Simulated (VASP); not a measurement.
# Ru (P6_3/mmc) in VASP: further runs, part 2 of 2

VASP 6.6.1.

## (4) Single point, PBEsol

This run uses another cell than the first one, of 13.57 Å³/atom.

Input file INCAR:

```
PREC     = Accurate       # precision mode
ENCUT    = 520            # plane-wave cutoff, eV
EDIFF    = 1E-6           # SCF threshold, eV
ISMEAR   = 0              # smearing method
SIGMA    = 0.15           # smearing width, eV
LREAL    = False          # projectors in reciprocal space
LASPH    = True           # aspherical terms in the spheres
NELM     = 60             # most SCF steps
ALGO     = Normal         # electronic algorithm
ISIF     = 2              # what is computed and relaxed
LWAVE    = False          # write WAVECAR
LCHARG   = False          # write CHGCAR
GGA      = PS             # functional
NBANDS   = 21             # bands
```

Input file KPOINTS:

```
Automatic mesh
0
Gamma
  14 14 8
```

Input file POSCAR:

```
Ru
1.0
    2.7058000000      0.0000000000      0.0000000000
   -1.3529000000      2.3432900000      0.0000000000
    0.0000000000      0.0000000000      4.2819000000
Ru
2
Direct
    0.3333333333      0.6666666667      0.2500000000
    0.6666666667      0.3333333333      0.7500000000
```

Potentials or basis: VASP PAW PBE potentials, release 64 (Ru_pv).

Command:

```bash
> cat potpaw_PBE.64/Ru_pv/POTCAR > POTCAR
> mpirun -np 1 vasp_std > vasp.out
```

OUTCAR:

```text
PREC = Accurate
   ENCUT = 520
   EDIFF = 1E-6
   ISMEAR = 0
   LREAL = False
   LASPH = True
   NELM = 60
   ISIF = 2
   GGA = PS

 ion  position               nearest neighbor table
   1  0.333  0.667  0.250-   2 2.65   2 2.65   2 2.65   2 2.65   2 2.65   2 2.65
   2  0.667  0.333  0.750-   1 2.65   1 2.65   1 2.65   1 2.65   1 2.65   1 2.65

  LATTYP: Found a hexagonal cell.
 ALAT       =     2.7058000000
 C/A-ratio  =     1.5824894671

  Lattice vectors:

 A1 = (   2.7058000000,   0.0000000000,   0.0000000000)
 A2 = (  -1.3529000000,   2.3432900000,   0.0000000000)
 A3 = (   0.0000000000,   0.0000000000,   4.2819000000)

Analysis of symmetry for initial positions (statically):
=====================================================================
 Subroutine PRICEL returns:
 Original cell was already a primitive cell.

 Routine SETGRP: Setting up the symmetry group for a
 hexagonal supercell.

 Subroutine GETGRP returns: Found 24 space group operations
 (whereof 12 operations were pure point group operations)
 out of a pool of 24 trial point group operations.

[... 161 lines left out ...]
  free energy    TOTEN  =       -20.33771639 eV

  energy without entropy =      -20.31563770  energy(sigma->0) =      -20.32667705

 E-fermi :  12.6990     XC(G=0): -14.2822

 val. band max:       12.6974978974   @ k =   0.2857   0.1429   0.0000
 cond. band min:      12.7179678180   @ k =   0.2143   0.0714   0.0000
 fundamental gap:      0.0204699206
 Fermi energy:        12.6990345910

 k-point     1 :       0.0000    0.0000    0.0000
  band No.  band energies     occupation
      1     -30.9051      2.00000
      2     -29.9621      2.00000
      3     -29.9621      2.00000
      4     -29.7909      2.00000
      5     -29.7909      2.00000
      6     -29.7543      2.00000
[... 565 lines left out ...]
     20      22.9755      0.00000
     21      22.9760      0.00000

 [... further k-points ...]

------------------------ aborting loop because EDIFF is reached ----------------------------------------

  FORCE on cell =-STRESS in cart. coord.  units (eV):
  Direction    XX          YY          ZZ          XY          YZ          ZX
  --------------------------------------------------------------------------------------
  -------------------------------------------------------------------------------------
  Total       -0.9514824     -0.9514812     -1.2637206      0.0000000      0.0000000      0.0000000
  in kB      -56.1504327    -56.1503591    -74.5767406      0.0000000      0.0000000      0.0000000
  external PRESSURE =     -62.2925108 kB  Pullay stress =       0.0000000 kB

 VOLUME and BASIS-vectors are now :
 -----------------------------------------------------------------------------
  energy-cutoff  :      520.00
  volume of cell :       27.15
      direct lattice vectors                 reciprocal lattice vectors
     2.705800000  0.000000000  0.000000000     0.369576465  0.213375212  0.000000000
    -1.352900000  2.343290000  0.000000000     0.000000000  0.426750424  0.000000000
     0.000000000  0.000000000  4.281900000     0.000000000  0.000000000  0.233541185

 POSITION                                       TOTAL-FORCE (eV/Angst)
 -----------------------------------------------------------------------------------
     -0.00000      1.56219      1.07048        -0.000000     -0.000000      0.000000
      1.35290      0.78110      3.21143         0.000000      0.000000      0.000000
 -----------------------------------------------------------------------------------
    total drift:                                0.000000     -0.000000      0.000000

  FREE ENERGIE OF THE ION-ELECTRON SYSTEM (eV)
  ---------------------------------------------------
  free  energy   TOTEN  =       -20.3377163921 eV

  energy  without entropy=      -20.3156377044  energy(sigma->0) =      -20.32667705
```

OSZICAR:

```text
N       E                     dE             d eps       ncg     rms          rms(c)
DAV:   1     0.287124936753E+03    0.28712E+03   -0.17496E+04  5048   0.149E+03
DAV:   2    -0.161660792398E+02   -0.30329E+03   -0.29412E+03  5153   0.444E+02
DAV:   3    -0.219124203596E+02   -0.57463E+01   -0.57152E+01  5970   0.689E+01
DAV:   4    -0.219552906736E+02   -0.42870E-01   -0.42822E-01  6288   0.566E+00
DAV:   5    -0.219558868425E+02   -0.59617E-03   -0.59191E-03  5815   0.578E-01    0.193E+01
DAV:   6    -0.204334783678E+02    0.15224E+01   -0.34230E+00  5850   0.180E+01    0.480E+00
DAV:   7    -0.203484553289E+02    0.85023E-01   -0.59758E-01  5770   0.538E+00    0.891E-01
DAV:   8    -0.203396297078E+02    0.88256E-02   -0.17123E-02  5545   0.114E+00    0.463E-01
DAV:   9    -0.203377048859E+02    0.19248E-02   -0.18840E-03  5700   0.474E-01    0.342E-02
DAV:  10    -0.203377169187E+02   -0.12033E-04   -0.80499E-05  5800   0.917E-02    0.202E-02
DAV:  11    -0.203377163921E+02    0.52668E-06   -0.58542E-06  5575   0.229E-02
   1 F= -.20337716E+02 E0= -.20326677E+02  d E =-.220787E-01
```

stdout:

```text
POSCAR found type information on POSCAR Ru
 POSCAR found :  1 types and       2 ions
 scaLAPACK will be used
 -----------------------------------------------------------------------------
|                                                                             |
|                                                                             |
|     You enforced a specific xc type in the INCAR file but a different       |
|     I HOPE YOU KNOW WHAT YOU ARE DOING!                                     |
|                                                                             |
 -----------------------------------------------------------------------------

 LDA part: xc-table for (Slater+PW92), standard interpolation
 POSCAR, INCAR and KPOINTS ok, starting setup
 FFT: planning ... GRIDC
 FFT: planning ... GRID_SOFT
 FFT: planning ... GRID
 WAVECAR not read
 entering main loop
```

Wall time 58 s (1 thread of Intel Xeon 8259CL, shared host); peak memory 0.18 GiB.

Results:

* Free energy: -20.3377 eV
* Pressure: -6.2 GPa
* Band gap on the k mesh: zero (bands 14 and 15 overlap by 3.14 eV)

Caveat: the cell stands under tension; the PAW data sets were made with another functional, which shifts forces and pressure a little.

## (5) Single point, PBEsol

This run uses another cell than the first one, of 13.98 Å³/atom.

Input file INCAR:

```
SYSTEM = Ru
  PREC = Accurate
  ENCUT = 520
  EDIFF = 1E-6
  ISMEAR = 0
  SIGMA = 0.15
  LREAL = .FALSE.
  LASPH = .TRUE.
  NELM = 80
  ALGO = Normal
  ISIF = 2
  LWAVE = .FALSE.
  LCHARG = .FALSE.
  GGA = PS
  NBANDS = 21
```

Input file KPOINTS:

```
Automatic mesh
0
G
  14 14 8
  0 0 0
```

Input file POSCAR:

```
Ru
1.0
    2.7325918414      0.0000000000      0.0000000000
   -1.3662959207      2.3664924001      0.0000000000
    0.0000000000      0.0000000000      4.3242978068
Ru
2
Direct
    0.3333333333      0.6666666667      0.2500000000
    0.6666666667      0.3333333333      0.7500000000
```

Command:

```bash
> cat potpaw_PBE.64/Ru_pv/POTCAR > POTCAR
> mpirun -np 1 vasp_std > vasp.out
```

It took 50 s on 1 thread of Intel Xeon 8259CL, shared host; peak memory 0.17 GiB.

The run converged. Its results:

```
Free energy            : -20.2836 eV
Pressure               : -15.0 GPa
Band gap on the k mesh : zero (bands 14 and 15 overlap by 3.00 eV)
```

Stress tensor (GPa, compression positive):
```
-14.21   0.00   0.00
  0.00 -14.21   0.00
  0.00   0.00 -16.47
```

Levels at points of the mesh, in eV from the Fermi level:
| k point | band 11 | band 12 | band 13 | band 14 | band 15 | band 16 | band 17 | band 18 |
| --- | --- | --- | --- | --- | --- | --- | --- | --- |
| (0.00, 0.00, 0.00) | -2.32 | -1.83 | -1.83 | -1.33 | -1.33 | 1.14 | 1.14 | 1.21 |
| (0.50, 0.00, 0.00) | -2.00 | -1.77 | -1.47 | 1.37 | 1.77 | 1.84 | 3.90 | 5.88 |
| (0.00, 0.00, 0.50) | -2.65 | -2.65 | -2.64 | -2.64 | 0.52 | 0.52 | 0.52 | 0.52 |
| (0.50, 0.00, 0.50) | -1.01 | -1.01 | 0.41 | 0.41 | 1.61 | 1.61 | 3.26 | 3.26 |

Caveat: the cell stands under tension; the PAW data sets were made with another functional, which shifts forces and pressure a little.

## (6) Single point, PBEsol

This run uses another cell than the first one, of 14.39 Å³/atom.

Input file INCAR:

```
SYSTEM = Ru
PREC = Accurate
ENCUT = 520
EDIFF = 1E-6
ISMEAR = 0
SIGMA = 0.15
LREAL = .False.
LASPH = .True.
NELM = 100
ALGO = Normal
ISIF = 2
LWAVE = .False.
LCHARG = .True.
GGA = PS
LELF = .True.
LVHAR = .True.
NBANDS = 21
```

Input file KPOINTS:

```
Automatic mesh
0
Gamma
  14 14 8
  0 0 0
```

Input file POSCAR:

```
Ru
1.0
    2.7588683749      0.0000000000      0.0000000000
   -1.3794341875      2.3892485307      0.0000000000
    0.0000000000      0.0000000000      4.3658801443
Ru
2
Direct
    0.3333333333      0.6666666667      0.2500000000
    0.6666666667      0.3333333333      0.7500000000
```

Potentials or basis: VASP PAW PBE potentials, release 64 (Ru_pv).

Command:

```bash
> cat potpaw_PBE.64/Ru_pv/POTCAR > POTCAR
> mpirun -np 1 vasp_std > vasp.out
```

OUTCAR:

```text
SYSTEM = Ru
   PREC = Accurate
   ENCUT = 520
   EDIFF = 1E-6
   ISMEAR = 0
   LREAL = .False.
   LASPH = .True.
   NELM = 100
   ISIF = 2
   GGA = PS

 ion  position               nearest neighbor table
   1  0.333  0.667  0.250-   2 2.70   2 2.70   2 2.70   2 2.70   2 2.70   2 2.70
   2  0.667  0.333  0.750-   1 2.70   1 2.70   1 2.70   1 2.70   1 2.70   1 2.70

  LATTYP: Found a hexagonal cell.
 ALAT       =     2.7588683749
 C/A-ratio  =     1.5824894671

  Lattice vectors:

 A1 = (   2.7588683749,   0.0000000000,   0.0000000000)
 A2 = (  -1.3794341875,   2.3892485307,   0.0000000000)
 A3 = (   0.0000000000,   0.0000000000,   4.3658801443)

Analysis of symmetry for initial positions (statically):
=====================================================================
 Subroutine PRICEL returns:
 Original cell was already a primitive cell.

 Routine SETGRP: Setting up the symmetry group for a
 hexagonal supercell.

 Subroutine GETGRP returns: Found 24 space group operations
 (whereof 12 operations were pure point group operations)
 out of a pool of 24 trial point group operations.

The static configuration has the point symmetry D_3d.
 The point group associated with its full space group is D_6h.

Analysis of symmetry for dynamics (positions and initial velocities):
=====================================================================
 Subroutine PRICEL returns:
 Original cell was already a primitive cell.

 Routine SETGRP: Setting up the symmetry group for a
 hexagonal supercell.

 Subroutine GETGRP returns: Found 24 space group operations
 (whereof 12 operations were pure point group operations)
 out of a pool of 24 trial point group operations.

The dynamic configuration has the point symmetry D_3d.
 The point group associated with its full space group is D_6h.

 Subroutine INISYM returns: Found 24 space group operations
 (whereof 12 operations are pure point group operations),
 and found     1 'primitive' translations

[... 109 lines left out ...]
   ISMEAR =     0;   SIGMA  =   0.15  broadening in eV -4-tet -1-fermi 0-gaus
   EFERMI_NEDOS =   21; number of points for ismear=-14 and -15
   IALGO  =     38    algorithm
   IMIX   =      4    mixing-type and parameters
     AMIX     =   0.40;   BMIX     =  1.00
     AMIX_MAG =   1.60;   BMIX_MAG =  1.00
  volume/ion in A,a.u.               =      14.39        97.10
  Fermi-wavevector in a.u.,A,eV,Ry     =   1.622206  3.065526 35.804465  2.631554
  Thomas-Fermi vector in A             =   2.715857
   LORBIT       =      0    0 simple, 1 ext, 2 COOP (PROOUT), +10 PAW based schemes
   GGA     = PS    functional components
   LHFCALC =     F    Hartree Fock is set to
   AEXX    =    0.0000 exact exchange contribution
   IVDW    =     0    specifies the selected vdW correction
   LEPSILON=     F    determine dielectric tensor
   LRPA    =     F    only Hartree local field effects (RPA)
 non-spin polarized calculation
 Gauss-broadening in eV      SIGMA  =   0.15
  energy-cutoff  :      520.00
  volume of cell :       28.78
 maximum number of plane-waves:       796
 NGX is ok and might be reduce to    24
   NGX = 11   NGY = 11   NGZ = 17

 number of electron      28.0000011 magnetization

 Free energy of the ion-electron system (eV)
  ---------------------------------------------------
  ext. energy  EPLUGINS =         0.00000000
  ---------------------------------------------------
  free energy    TOTEN  =       -20.18886731 eV

  energy without entropy =      -20.16532389  energy(sigma->0) =      -20.17709560

 E-fermi :  11.6612     XC(G=0): -13.9242

 val. band max:       11.6596487386   @ k =   0.2857   0.1429   0.0000
 cond. band min:      11.6735346662   @ k =   0.2143   0.0714   0.0000
 fundamental gap:      0.0138859276
 Fermi energy:        11.6612168735

 k-point     1 :       0.0000    0.0000    0.0000
  band No.  band energies     occupation
      1     -31.7328      2.00000
      2     -30.9556      2.00000
      3     -30.9556      2.00000
      4     -30.8130      2.00000
      5     -30.8130      2.00000
      6     -30.7847      2.00000
[... 565 lines left out ...]
     20      22.0114      0.00000
     21      22.0117      0.00000

 [... further k-points ...]

------------------------ aborting loop because EDIFF is reached ----------------------------------------

  FORCE on cell =-STRESS in cart. coord.  units (eV):
  Direction    XX          YY          ZZ          XY          YZ          ZX
  --------------------------------------------------------------------------------------
  -------------------------------------------------------------------------------------
  Total       -3.8415835     -3.8415785     -4.3084840      0.0000000      0.0000000      0.0000000
  in kB     -213.8733873   -213.8731066   -239.8672488      0.0000000      0.0000000      0.0000000
  external PRESSURE =    -222.5379142 kB  Pullay stress =       0.0000000 kB

 VOLUME and BASIS-vectors are now :
 -----------------------------------------------------------------------------
  energy-cutoff  :      520.00
  volume of cell :       28.78
      direct lattice vectors                 reciprocal lattice vectors
     2.758868375  0.000000000  0.000000000     0.362467456  0.209270820  0.000000000
    -1.379434188  2.389248531  0.000000000     0.000000000  0.418541641  0.000000000
     0.000000000  0.000000000  4.365880144     0.000000000  0.000000000  0.229048890

 POSITION                                       TOTAL-FORCE (eV/Angst)
 -----------------------------------------------------------------------------------
     -0.00000      1.59283      1.09147         0.000000      0.000000      0.000000
      1.37943      0.79642      3.27441        -0.000000      0.000000      0.000000
 -----------------------------------------------------------------------------------
    total drift:                                0.000000     -0.000000      0.000000

  FREE ENERGIE OF THE ION-ELECTRON SYSTEM (eV)
  ---------------------------------------------------
  free  energy   TOTEN  =       -20.1888673078 eV

  energy  without entropy=      -20.1653238932  energy(sigma->0) =      -20.17709560
```

OSZICAR:

```text
N       E                     dE             d eps       ncg     rms          rms(c)
DAV:   1     0.283546013425E+03    0.28355E+03   -0.17482E+04  5056   0.147E+03
DAV:   2    -0.159935668269E+02   -0.29954E+03   -0.29008E+03  5200   0.441E+02
DAV:   3    -0.218341199977E+02   -0.58406E+01   -0.57975E+01  5920   0.685E+01
DAV:   4    -0.218784874434E+02   -0.44367E-01   -0.44318E-01  6407   0.563E+00
DAV:   5    -0.218790348845E+02   -0.54744E-03   -0.54482E-03  5767   0.549E-01    0.169E+01
DAV:   6    -0.202635109495E+02    0.16155E+01   -0.37871E+00  5835   0.188E+01    0.360E+00
DAV:   7    -0.201990418544E+02    0.64469E-01   -0.58681E-01  5805   0.495E+00    0.757E-01
DAV:   8    -0.201906539404E+02    0.83879E-02   -0.17827E-02  5607   0.115E+00    0.392E-01
DAV:   9    -0.201888569135E+02    0.17970E-02   -0.16427E-03  5764   0.435E-01    0.358E-02
DAV:  10    -0.201888678694E+02   -0.10956E-04   -0.99841E-05  5735   0.975E-02    0.202E-02
DAV:  11    -0.201888673078E+02    0.56162E-06   -0.70514E-06  5751   0.242E-02
   1 F= -.20188867E+02 E0= -.20177096E+02  d E =-.235434E-01
```

stdout:

```text
POSCAR found type information on POSCAR Ru
 POSCAR found :  1 types and       2 ions
 scaLAPACK will be used
 -----------------------------------------------------------------------------
|                                                                             |
|                                                                             |
|     You enforced a specific xc type in the INCAR file but a different       |
|     I HOPE YOU KNOW WHAT YOU ARE DOING!                                     |
|                                                                             |
 -----------------------------------------------------------------------------

 LDA part: xc-table for (Slater+PW92), standard interpolation
 POSCAR, INCAR and KPOINTS ok, starting setup
 FFT: planning ... GRIDC
 FFT: planning ... GRID_SOFT
 FFT: planning ... GRID
 WAVECAR not read
 entering main loop
```

Run time: 57 s. Hardware: 1 thread of Intel Xeon 8259CL, shared host; peak memory 0.19 GiB.

Results:

```
Free energy            : -20.1889 eV
Pressure               : -22.3 GPa
Band gap on the k mesh : zero (bands 14 and 15 overlap by 2.86 eV)
```

Caveat: the cell stands under tension; the PAW data sets were made with another functional, which shifts forces and pressure a little.

## (7) The runs side by side

| cell | gap on the mesh (eV) | pressure (GPa) |
| --- | --- | --- |
| a = 2.651, b = 2.651, c = 4.194 Å, angles 90.0, 90.0, 120.0°, 2 atoms | none | 16.7 |
| a = 2.678, b = 2.678, c = 4.239 Å, angles 90.0, 90.0, 120.0°, 2 atoms | none | 4.2 |
| a = 2.706, b = 2.706, c = 4.282 Å, angles 90.0, 90.0, 120.0°, 2 atoms | none | -6.2 |
| a = 2.733, b = 2.733, c = 4.324 Å, angles 90.0, 90.0, 120.0°, 2 atoms | none | -15.0 |
| a = 2.759, b = 2.759, c = 4.366 Å, angles 90.0, 90.0, 120.0°, 2 atoms | none | -22.3 |

Alike in all rows: task single point; level PBEsol; potentials or basis VASP PAW PBE potentials, release 64 (Ru_pv); no spin polarisation; k mesh 14 × 14 × 8; cutoff (eV) 520; smearing gaussian 0.15 eV.

Caveats: the PAW data sets were made with another functional, which shifts forces and pressure a little; the cell stands under tension (at least some runs); the cell stands under pressure (at least some runs).

Absolute energies hang on the potentials; compare differences alone.
